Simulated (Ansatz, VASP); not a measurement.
## One calculation of Ru, two programs

```
Ru
1.0
     2.68764    0.00000    0.00000
    -1.34382    2.32756    0.00000
     0.00000    0.00000    4.25316
Ru
2
Direct
  0.33333 0.66667 0.25000
  0.66667 0.33333 0.75000
```

Alike in both runs: task single point; functional r2SCAN; k mesh 12 × 12 × 7; occupations fermi-dirac, width 0.1 eV; no spin polarisation.

|  | VASP | Ansatz |
| --- | --- | --- |
| version | VASP 6.6.1 | Ansatz 0.2.0 |
| potentials or method | VASP PAW PBE potentials, release 64 (Ru_sv), cutoff 660 eV | plane waves, PAW |
| valence electrons in the cell | 32 | 32 |

```tsv
	VASP	Ansatz	Ansatz less VASP
pressure (GPa)	5.1	5.0	-0.12
traceless stress, the component that is largest in VASP (GPa)	-0.16	-0.17	-0.012
```

VASP's potentials were made for PBE, not for r2SCAN. The functional is the same, so the differences come from potentials, cutoffs and numerics.
